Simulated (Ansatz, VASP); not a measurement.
## Two plane-wave programs on LiCl

```
Li Cl
1.0
     0.00000    2.54859    2.54859
     2.54859    0.00000    2.54859
     2.54859    2.54859    0.00000
Li Cl
1 1
Direct
  0.00000 0.00000 0.00000
  0.50000 0.50000 0.50000
```

Alike in both runs: task single point; functional PBE; k mesh 8 × 8 × 8; no spin polarisation.

```csv
,VASP,Ansatz
version,VASP 6.6.1,Ansatz 0.2.0
potentials or method,"VASP PAW PBE potentials, release 64 (Li_sv, Cl)","plane waves, PAW"
plane-wave cutoff (eV),520,420
occupations,"gaussian, width 0.01 eV",fixed
valence electrons in the cell,10,10
```

```tsv
	VASP	Ansatz	Ansatz less VASP
gap on the k mesh at the Fermi level (eV)	6.45	6.44	-0.013
```

Noted on VASP's run: the cutoff is short for stress, so the pressure is rough.
